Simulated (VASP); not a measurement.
Runs of VASP 6.6.1 on Mo. The structure is that of space group Fd-3m (No. 227), or close to it. The cells are those of the table. 

```tsv
task	cell	k mesh	cutoff (eV)	gap on the mesh (eV)	pressure (GPa)
single point	a = 3.932 Å, angles 60.0°, 2 atoms	11 × 11 × 11	520	none	(b)
single point	a = 4.043 Å, angles 60.0°, 2 atoms	10 × 10 × 10	520	none	0.3
relaxation of cell and atoms	relaxed from a = 3.904 Å, angles 60.0°, 2 atoms	10 × 10 × 10	600	none	0.0
single point	a = 3.874 Å, angles 60.0°, 2 atoms	11 × 11 × 11	520	none	(a)
single point	a = 3.988 Å, angles 60.0°, 2 atoms	11 × 11 × 11	520	none	4.9
single point	a = 4.148 Å, angles 60.0°, 2 atoms	11 × 11 × 11	520	none	-6.5
single point	a = 4.199 Å, angles 60.0°, 2 atoms	11 × 11 × 11	520	none	-9.0
single point	a = 4.043 Å, angles 60.0°, 2 atoms	16 × 16 × 16	520	none	0.3
```

Alike in all rows: level revPBE; potentials or basis VASP PAW PBE potentials, release 64 (Mo_sv); no spin polarisation; smearing fermi-dirac 0.1 eV.

Question: Estimate the missing entries.

Answer: (a) 17.6; (b) 10.6.

Caveats: the PAW data sets were made with another functional, which shifts forces and pressure a little.

A k mesh can miss the band edges, and the runs leave out spin-orbit coupling on Mo.

A gap of «none» marks levels without a gap at the run's occupations.
